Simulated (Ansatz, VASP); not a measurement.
Two plane-wave programs on CdS

```
Cd S
1.0
     4.13333    0.00000    0.00000
    -2.06667    3.57957    0.00000
     0.00000    0.00000    5.80417
Cd S
1 1
Direct
  0.00000 0.00000 0.44269
  0.66667 0.33333 0.43431
```

Alike in both runs: task single point; functional LDA; k mesh 6 × 6 × 4; occupations gaussian, width 0.02 eV; no spin polarisation.

|  | VASP | Ansatz |
| --- | --- | --- |
| version | VASP 6.6.1 | Ansatz 0.2.0 |
| potentials or method | VASP PAW LDA potentials, release 64 (Cd_sv_GW, S), cutoff 540 eV | plane waves, PAW |
| valence electrons in the cell | 26 | 26 |

Ansatz gave:

```
pressure (GPa)                                                : 0.1
traceless stress, the component that is largest in VASP (GPa) : -0.24
```

Q: What did VASP give for the same quantities?

A: Pressure (GPa): -0.4; traceless stress, the component that is largest in VASP (GPa): -0.31.

LDA's correlation is that of Perdew and Zunger in VASP and of Perdew and Wang (1992) in Ansatz. Ansatz's warnings: structure snapped to symmetry.
